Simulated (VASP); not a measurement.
Set up this calculation in VASP 6.6.1, as the native input.

| Property | Result |
| --- | --- |
| Task | density of states |
| Functional | LDA |
| Potentials or basis | VASP PAW LDA potentials, release 64 (Pt) |
| Cutoff | 520 eV |
| k mesh | 16 × 16 × 9 |
| Occupations | fermi-dirac, width 0.08 eV |
| Spin | no spin polarisation |
| Dipole correction | no |
| k mesh for the DOS | 24 × 24 × 14 |
| Occupations for the DOS | tetrahedron |
| Further INCAR settings | ALGO = Normal; EDIFF = 1e-07; NBANDS = 17 |

Pt:

```
Pt
1.0
     2.71415    0.00000    0.00000
    -1.35708    2.35052    0.00000
     0.00000    0.00000    4.65846
Pt
2
Direct
  0.33333 0.66667 0.25000
  0.66667 0.33333 0.75000
```

One way to write it, as run:

POSCAR

```
Pt
1.0
    2.7141501671      0.0000000000      0.0000000000
   -1.3570750835      2.3505229944      0.0000000000
    0.0000000000      0.0000000000      4.6584615956
Pt
2
Direct
    0.3333333333      0.6666666667      0.2500000000
    0.6666666667      0.3333333333      0.7500000000
```

INCAR.step1

```
SYSTEM = Pt
PREC = Accurate
ENCUT = 520
EDIFF = 1E-7
ISMEAR = -1
SIGMA = 0.08
LREAL = .FALSE.
LASPH = .TRUE.
NELM = 100
ALGO = Normal
ISIF = 2
LWAVE = .FALSE.
LCHARG = .TRUE.
LMAXMIX = 4
GGA = CA
NBANDS = 17
```

KPOINTS.step1

```
regular mesh
0
G
  16 16 9
  0 0 0
```

INCAR.step2

```
SYSTEM = Pt
PREC = Accurate
ENCUT = 520
EDIFF = 1E-7
ISMEAR = -5
SIGMA = 0.08
LREAL = .FALSE.
LASPH = .TRUE.
NELM = 100
ALGO = Normal
ISIF = 2
LWAVE = .FALSE.
LCHARG = .FALSE.
LMAXMIX = 4
GGA = CA
LORBIT = 11
NBANDS = 17
NEDOS = 2001
ICHARG = 11
```

KPOINTS.step2

```
regular mesh
0
G
  24 24 14
  0 0 0
```

Potentials or basis: VASP PAW LDA potentials, release 64 (Pt).

Launch:

```console
$ cat potpaw_LDA.64/Pt/POTCAR > POTCAR
$ cp INCAR.step1 INCAR
$ cp KPOINTS.step1 KPOINTS
$ mpirun -np 1 vasp_std > vasp.out
$ cp INCAR.step2 INCAR
$ cp KPOINTS.step2 KPOINTS
$ mpirun -np 1 vasp_std > vasp.out
```

It gave:

```json
{"Valence electrons inside the program's atomic spheres": "Pt 9.35"}
```

Caveat: spin-orbit coupling is left out, which moves the levels of the heavy elements.

It took 66 s on 1 thread of Intel(R) Xeon(R) 6975P-C (Granite Rapids), with other jobs on the host, peak memory 0.32 GiB.
